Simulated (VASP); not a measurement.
Runs of VASP 6.6.1 on GaMo. The structure is that of space group F-43m (No. 216), or close to it. The cells are those of the table. 

```csv
task,cell,k mesh,cutoff (eV),gap on the mesh (eV),pressure (GPa),relaxed volume (Å³/atom)
relaxation of cell and atoms,"relaxed from a = 3.727 Å, angles 60.0°, 2 atoms",6 × 6 × 6,600,none,-0.5,23.41
single point,"a = 4.023 Å, angles 60.0°, 2 atoms",6 × 6 × 6,520,none,(b),-
relaxation of cell and atoms,"relaxed from a = 3.471 Å, angles 60.0°, 2 atoms",7 × 7 × 7,600,none,0.0,(a)
relaxation of cell and atoms,"relaxed from a = 3.814 Å, angles 60.0°, 2 atoms",6 × 6 × 6,600,none,-0.2,23.32
relaxation of cell and atoms,"relaxed from a = 3.711 Å, angles 60.0°, 2 atoms",6 × 6 × 6,600,none,-0.1,23.32
single point,"a = 4.025 Å, angles 60.0°, 2 atoms",6 × 6 × 6,520,none,0.7,-
single point,"a = 4.033 Å, angles 60.0°, 2 atoms",6 × 6 × 6,520,none,0.3,-
single point,"a = 4.022 Å, angles 60.0°, 2 atoms",7 × 7 × 7,520,none,1.0,-
```

Alike in all rows: level PBE; potentials or basis VASP PAW PBE potentials, release 64 (Ga_d, Mo_sv); no spin polarisation; smearing gaussian 0.2 eV.

Fill in the values left out.

(a) 23.26; (b) 0.8.

Caveats: the volume moved by over 15 % at a fixed basis, so the end points are rough (some runs).

A k mesh can miss the band edges, and the runs leave out spin-orbit coupling on Ga, Mo.

A gap of «none» marks levels without a gap at the run's occupations.
